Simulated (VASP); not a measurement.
Wanted: the native input for a VASP 6.6.1 run.

```
Task                   : single point
Functional             : LDA
Potentials or basis    : VASP PAW LDA potentials, release 64 (Rh_pv)
Cutoff                 : 520 eV
k mesh                 : 9 × 9 × 9
Occupations            : methfessel-paxton, width 0.05 eV
Spin                   : no spin polarisation
Dipole correction      : no
Further INCAR settings : ALGO = Normal; EDIFF = 1e-06; NBANDS = 14
```

The structure of Rh lies in POSCAR:

```
Rh
1.0
   -1.8373872000      1.8373872000      3.6006280000
    1.8373872000     -1.8373872000      3.6006280000
    1.8373872000      1.8373872000     -3.6006280000
Rh
1
Direct
    0.0000000000      0.0000000000      0.0000000000
```

These files were run (other wordings do the same):

INCAR

```
SYSTEM = Rh
ALGO = Normal
EDIFF = 1E-6
ENCUT = 520
GGA = CA
ISIF = 2
ISMEAR = 1
LASPH = .True.
LCHARG = .False.
LREAL = .False.
LWAVE = .False.
NBANDS = 14
NELM = 60
PREC = Accurate
SIGMA = 0.05
```

KPOINTS

```
k-points
0
Gamma
  9 9 9
  0 0 0
```

Potentials or basis: VASP PAW LDA potentials, release 64 (Rh_pv).

The run is started by

```sh
$ cat potpaw_LDA.64/Rh_pv/POTCAR > POTCAR
$ mpirun -np 1 vasp_std > vasp.out
```

Results of the run:

| Item | Value |
| --- | --- |
| Pressure | -11.1 GPa |

Run time: 67 s on 1 thread of AMD EPYC 7R13 Processor (Zen 3), on a shared host, peak memory 0.16 GiB.
